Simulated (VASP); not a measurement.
## TiN: single point with PBE

The system is TiN.

```
CELL_PARAMETERS angstrom
0.00000 2.12332 2.12332
2.12332 0.00000 2.12332
2.12332 2.12332 0.00000
ATOMIC_POSITIONS crystal
Ti 0.00000 0.00000 0.00000
N 0.50000 0.50000 0.50000
```

```yaml
Program: VASP 6.6.1
Task: single point
Functional: PBE
Potentials_or_basis: VASP PAW PBE potentials, release 64 (Ti_sv, N)
Cutoff: 520 eV
k_mesh: 20 × 20 × 20
Occupations: gaussian, width 0.15 eV
Spin: no spin polarisation
```

The pressure is 0.5 GPa and the band gap on the k mesh is zero (an odd number of electrons rules out a gap without spin polarisation).

Levels at points of the mesh, in eV from the Fermi level:
| k point | band 6 | band 7 | band 8 | band 9 | band 10 | band 11 | band 12 | band 13 |
| --- | --- | --- | --- | --- | --- | --- | --- | --- |
| (0.00, 0.00, 0.00) | -2.04 | -2.04 | -2.04 | -0.61 | -0.61 | -0.61 | 0.57 | 0.57 |
| (0.50, 0.00, 0.00) | -8.06 | -5.46 | -5.46 | 1.67 | 1.67 | 2.34 | 5.70 | 5.70 |
| (0.50, 0.50, 0.00) | -5.82 | -3.23 | -3.23 | -3.05 | 1.63 | 2.36 | 2.36 | 3.57 |

It took 35 s on 1 thread of Intel(R) Xeon(R) 6975P-C (Granite Rapids), with other jobs on the host, peak memory 0.2 GiB.
